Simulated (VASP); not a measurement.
# Mo (I4/mmm) in VASP: single point with r2SCAN

Aim: the single point of Mo with r2SCAN.

Everything below comes from runs of VASP 6.6.1. Logs are shortened: lines on timing, memory, paths and dates and some standing lists are left out, and cuts for length are marked.

**1. The cell of the first run**

The structure is tetragonal, space group I4/mmm (No. 139). Conventional cell: a = 3.407 Å, b = 3.407 Å, c = 2.805 Å, α = 90.00°, β = 90.00°, γ = 90.00°. Within 3.7 Å of Mo (site symmetry 4/mmm) lie 14 Mo at 2.79 to 3.41 Å.

**2. Single point, r2SCAN, non-collinear spin, zero start, spin-orbit coupling**

The input, POSCAR:

```
Mo
1.0
   -1.7033460000      1.7033460000      1.4024500000
    1.7033460000     -1.7033460000      1.4024500000
    1.7033460000      1.7033460000     -1.4024500000
Mo
1
Direct
    0.0000000000      0.0000000000      0.0000000000
```

The input, INCAR.step1:

```
SYSTEM = Mo
PREC     = Accurate       ! precision mode
ENCUT    = 520            ! plane-wave cutoff, eV
ISMEAR   = -1             ! smearing method
SIGMA    = 0.1            ! smearing width, eV
LREAL    = .False.        ! projectors in reciprocal space
LASPH    = .True.         ! aspherical terms in the spheres
NELM     = 150            ! most SCF steps
MAGMOM   = 0 0 0          ! initial moments
LSORBIT  = .True.         ! spin-orbit coupling
GGA_COMPAT= .False.      
LMAXMIX  = 4              ! l up to which the mixer works
NBANDS   = 25             ! bands
GGA      = PE             ! functional
ALGO     = Normal         ! electronic algorithm
EDIFF    = 1E-4           ! SCF threshold, eV
LWAVE    = .True.         ! write WAVECAR
LCHARG   = .False.        ! write CHGCAR
```

The input, INCAR.step2:

```
SYSTEM = Mo
PREC     = Accurate       ! precision mode
ENCUT    = 520            ! plane-wave cutoff, eV
EDIFF    = 1E-6           ! SCF threshold, eV
ISMEAR   = -1             ! smearing method
SIGMA    = 0.1            ! smearing width, eV
LREAL    = .False.        ! projectors in reciprocal space
LASPH    = .True.         ! aspherical terms in the spheres
NELM     = 150            ! most SCF steps
ALGO     = Normal         ! electronic algorithm
ISIF     = 2              ! what is computed and relaxed
LWAVE    = .False.        ! write WAVECAR
LCHARG   = .False.        ! write CHGCAR
MAGMOM   = 0 0 0          ! initial moments
LORBIT   = 11             ! projections on sites
LSORBIT  = .True.         ! spin-orbit coupling
GGA_COMPAT= .False.      
LORBMOM  = .True.       
LMAXMIX  = 4              ! l up to which the mixer works
METAGGA  = R2SCAN         ! meta-GGA
LMIXTAU  = .True.       
NBANDS   = 25             ! bands
ISTART   = 1
```

The input, KPOINTS:

```
regular mesh
0
Gamma
  11 11 11
  0 0 0
```

Potentials or basis: VASP PAW PBE potentials, release 64 (Mo_sv).

The run is started by

```console
cat potpaw_PBE.64/Mo_sv/POTCAR > POTCAR
cp INCAR.step1 INCAR
mpirun -np 1 vasp_ncl > vasp.out
cp INCAR.step2 INCAR
mpirun -np 1 vasp_ncl > vasp.out
```

OUTCAR:

```text
SYSTEM = Mo
   PREC = Accurate
   ENCUT = 520
   EDIFF = 1E-6
   ISMEAR = -1
   LREAL = .False.
   LASPH = .True.
   NELM = 150
   ISIF = 2
   LORBIT = 11
   LSORBIT = .True.
   METAGGA = R2SCAN
   ISTART = 1

 ion  position               nearest neighbor table
   1  0.000  0.000  0.000-

  LATTYP: Found a body centered tetragonal cell.
 ALAT       =     3.4066920000
 C/A-ratio  =     0.8233500416

  Lattice vectors:

 A1 = (  -1.7033460000,   1.7033460000,   1.4024500000)
 A2 = (   1.7033460000,  -1.7033460000,   1.4024500000)
 A3 = (   1.7033460000,   1.7033460000,  -1.4024500000)

Analysis of symmetry for initial positions (statically):
=====================================================================
 Subroutine PRICEL returns:
 Original cell was already a primitive cell.

 Routine SETGRP: Setting up the symmetry group for a
 body centered tetragonal supercell.

 Subroutine GETGRP returns: Found 16 space group operations
 (whereof 16 operations were pure point group operations)
 out of a pool of 16 trial point group operations.

The static configuration has the point symmetry D_4h.

Analysis of symmetry for dynamics (positions and initial velocities):
=====================================================================
 Subroutine PRICEL returns:
 Original cell was already a primitive cell.

 Routine SETGRP: Setting up the symmetry group for a
 body centered tetragonal supercell.

 Subroutine GETGRP returns: Found 16 space group operations
 (whereof 16 operations were pure point group operations)
 out of a pool of 16 trial point group operations.

The dynamic configuration has the point symmetry D_4h.

Analysis of structural, dynamic, and magnetic symmetry:
=====================================================================
 Subroutine PRICEL returns:
 Original cell was already a primitive cell.

 Routine SETGRP: Setting up the symmetry group for a
 body centered tetragonal supercell.

 Subroutine GETGRP returns: Found 16 space group operations
 (whereof 16 operations were pure point group operations)
 out of a pool of 16 trial point group operations.

The overall configuration has the point symmetry D_4h.

 Subroutine INISYM returns: Found 16 space group operations
 (whereof 16 operations are pure point group operations),
 and found     1 'primitive' translations

----------------------------------------------------------------------------------------

                                     Primitive cell

  volume of cell :      16.2762

  direct lattice vectors                    reciprocal lattice vectors
    -1.703346000  1.703346000  1.402450000     0.000000000  0.293539891  0.356518949
     1.703346000 -1.703346000  1.402450000     0.293539891  0.000000000  0.356518949
     1.703346000  1.703346000 -1.402450000     0.293539891  0.293539891  0.000000000

  length of vectors
     2.787407612  2.787407612  2.787407612     0.461813197  0.461813197  0.415128096

  position of ions in fractional coordinates (direct lattice)
     0.000000000  0.000000000  0.000000000

  ion indices of the primitive-cell ions
   primitive index   ion index
                 1           1

----------------------------------------------------------------------------------------

 KPOINTS: regular mesh

Automatic generation of k-mesh.
 Grid dimensions read from file:
 generate k-points for:   11   11   11

 Generating k-lattice:

  Cartesian coordinates                     Fractional coordinates (reciprocal lattice)
     0.000000000  0.026685445  0.032410814     0.090909091  0.000000000 -0.000000000
     0.026685445  0.000000000  0.032410814     0.000000000  0.090909091 -0.000000000
     0.026685445  0.026685445  0.000000000     0.000000000  0.000000000  0.090909091

  Length of vectors
     0.041983018  0.041983018  0.037738918

[... 46 lines left out ...]
   ICHARG =      0    charge: 1-file 2-atom 10-const
   ISPIN  =      1    spin polarized calculation?
   LNONCOLLINEAR =      T non collinear calculations
   LSORBIT =      T    spin-orbit coupling
   LASPH  =      T    aspherical Exc in radial PAW
   ENCUT  =  520.0 eV  38.22 Ry    6.18 a.u.   5.18  5.18  5.18*2*pi/ulx,y,z
   NELM   =    150;   NELMIN=  2; NELMDL=  0     # of ELM steps
   EDIFF  = 0.1E-05   stopping-criterion for ELM
   LREAL  =      F    real-space projection
   EDIFFG = 0.1E-04   stopping-criterion for IOM
   NSW    =      0    number of steps for IOM
   IBRION =     -1    ionic relax: 0-MD 1-quasi-New 2-CG
   NFREE  =      0    steps in history (QN), initial steepest desc. (CG)
   ISIF   =      2    stress and relaxation
   ISYM   =      2    0-nonsym 1-usesym 2-fastsym
   POTIM  = 0.5000    time-step for ionic-motion
   TEBEG  =    0.0;   TEEND  =   0.0 temperature during run
   PSTRESS=    0.0 pullay stress
   NELECT =      14.0000    total number of electrons
   NUPDOWN=      -1.0000    fix difference up-down
   EMIN   =  10.00;   EMAX   =-10.00  energy-range for DOS
   EFERMI =   0.00;   METHOD = LEGACY
   ISMEAR =    -1;   SIGMA  =   0.10  broadening in eV -4-tet -1-fermi 0-gaus
   EFERMI_NEDOS =   21; number of points for ismear=-14 and -15
   IALGO  =     38    algorithm
   IMIX   =      4    mixing-type and parameters
     AMIX     =   0.40;   BMIX     =  1.00
     AMIX_MAG =   1.60;   BMIX_MAG =  1.00
  volume/ion in A,a.u.               =      16.28       109.84
  Fermi-wavevector in a.u.,A,eV,Ry     =   1.556921  2.942153 32.980546  2.424002
  Thomas-Fermi vector in A             =   2.660646
   LORBIT       =     11    0 simple, 1 ext, 2 COOP (PROOUT), +10 PAW based schemes
   METAGGA = R2SCAN    functional components
   LHFCALC =     F    Hartree Fock is set to
   AEXX    =    0.0000 exact exchange contribution
   IVDW    =     0    specifies the selected vdW correction
   LEPSILON=     F    determine dielectric tensor
   LRPA    =     F    only Hartree local field effects (RPA)
  energy-cutoff  :      520.00
  volume of cell :       16.28
 maximum number of plane-waves:       898
 NGX is ok and might be reduce to    24
   NGX = 11   NGY = 11   NGZ = 11

 number of electron      13.9999999 magnetization       0.0000000     -0.0000000     -0.0000000

 number of electron      13.9999999 magnetization      -0.0000000      0.0000000      0.0000000

 Free energy of the ion-electron system (eV)
  ---------------------------------------------------
  ext. energy  EPLUGINS =         0.00000000
  ---------------------------------------------------
  free energy    TOTEN  =       -25.86249973 eV

  energy without entropy =      -25.83525048  energy(sigma->0) =      -25.84887511

 E-fermi :  11.8245     XC(G=0): -14.3553

 val. band max:       11.8031156542   @ k =   0.4545   0.4545   0.0000
 cond. band min:      11.8661203192   @ k =  -0.4545   0.3636   0.0000
 fundamental gap:      0.0630046650
 Fermi energy:        11.8244756708

 k-point     1 :       0.0000    0.0000    0.0000
  band No.  band energies     occupation
      1     -51.2390      1.00000
      2     -51.2390      1.00000
      3     -25.4943      1.00000
      4     -25.4943      1.00000
      5     -23.0464      1.00000
      6     -23.0464      1.00000
[... 661 lines left out ...]
     24      27.1588      0.00000
     25      32.5645      0.00000

 [... further k-points ...]

------------------------ aborting loop because EDIFF is reached ----------------------------------------

  FORCE on cell =-STRESS in cart. coord.  units (eV):
  Direction    XX          YY          ZZ          XY          YZ          ZX
  --------------------------------------------------------------------------------------
  -------------------------------------------------------------------------------------
  Total       -1.4792777     -1.4792777      1.4465751      0.0000000      0.0000000      0.0000000
  in kB     -145.6153474   -145.6153474    142.3962169      0.0000000      0.0000000      0.0000000
  external PRESSURE =     -49.6114927 kB  Pullay stress =       0.0000000 kB

 VOLUME and BASIS-vectors are now :
 -----------------------------------------------------------------------------
  energy-cutoff  :      520.00
  volume of cell :       16.28
      direct lattice vectors                 reciprocal lattice vectors
    -1.703346000  1.703346000  1.402450000     0.000000000  0.293539891  0.356518949
     1.703346000 -1.703346000  1.402450000     0.293539891  0.000000000  0.356518949
     1.703346000  1.703346000 -1.402450000     0.293539891  0.293539891  0.000000000

 POSITION                                       TOTAL-FORCE (eV/Angst)
 -----------------------------------------------------------------------------------
      0.00000      0.00000      0.00000         0.000000     -0.000000     -0.000000
 -----------------------------------------------------------------------------------
    total drift:                                0.000000      0.000000      0.000000

  FREE ENERGIE OF THE ION-ELECTRON SYSTEM (eV)
  ---------------------------------------------------
  free  energy   TOTEN  =       -25.8624997311 eV

  energy  without entropy=      -25.8352504795  energy(sigma->0) =      -25.84887511

 orbital moment (x)

 # of ion     p       d       tot
 ----------------------------------------
  1         0.000   0.000   0.000
 ----------------------------------------
            0.000   0.000   0.000

 orbital moment (y)

 # of ion     p       d       tot
 ----------------------------------------
  1         0.000   0.000   0.000
 ----------------------------------------
            0.000   0.000   0.000

 orbital moment (z)

 # of ion     p       d       tot
 ----------------------------------------
  1         0.000  -0.000  -0.000
 ----------------------------------------
            0.000  -0.000  -0.000

 Spin-Orbit-Coupling matrix elements

 Ion:    1  E_soc:     -0.2016605
 l=   1
     0.0000000    -0.0291709    -0.0292059
    -0.0291709     0.0000000    -0.0291709
    -0.0292059    -0.0291709     0.0000000
 l=   2
     0.0000000    -0.0010595     0.0000000    -0.0010595    -0.0032102
    -0.0010595     0.0000000    -0.0027800    -0.0010754    -0.0006590
     0.0000000    -0.0027800     0.0000000    -0.0027800     0.0000000
    -0.0010595    -0.0010754    -0.0027800     0.0000000    -0.0006590
    -0.0032102    -0.0006590     0.0000000    -0.0006590     0.0000000
 l=   3
     0.0000000     0.0000000     0.0000000     0.0000000     0.0000000     0.0000000     0.0000000
     0.0000000     0.0000000     0.0000000     0.0000000     0.0000000     0.0000000     0.0000000
     0.0000000     0.0000000     0.0000000     0.0000000     0.0000000     0.0000000     0.0000000
     0.0000000     0.0000000     0.0000000     0.0000000     0.0000000     0.0000000     0.0000000
     0.0000000     0.0000000     0.0000000     0.0000000     0.0000000     0.0000000     0.0000000
     0.0000000     0.0000000     0.0000000     0.0000000     0.0000000     0.0000000     0.0000000
     0.0000000     0.0000000     0.0000000     0.0000000     0.0000000     0.0000000     0.0000000

 total charge

# of ion       s       p       d       tot
------------------------------------------
    1        2.368   6.191   3.858  12.417

 magnetization (x)

# of ion       s       p       d       tot
------------------------------------------
    1        0.000  -0.000  -0.000  -0.000

 magnetization (y)

# of ion       s       p       d       tot
------------------------------------------
    1        0.000  -0.000  -0.000  -0.000

 magnetization (z)

# of ion       s       p       d       tot
------------------------------------------
    1        0.000  -0.000  -0.000  -0.000
```

It took 3 min on 1 thread of Intel Xeon 6975P-C (Granite Rapids), shared host; peak memory 0.26 GiB.

What came out:

```
Free energy                                           : -25.8625 eV
Pressure                                              : -5.0 GPa
Net moment                                            : 0.00 μB per cell
Valence electrons inside the program's atomic spheres : Mo 12.42
```

Moments on the atoms (μB; x, y, z):
```
Mo  0.00 0.00 0.00
```

Caveat: the cell stands under tension; the PAW data sets were made with another functional, which shifts forces and pressure a little.
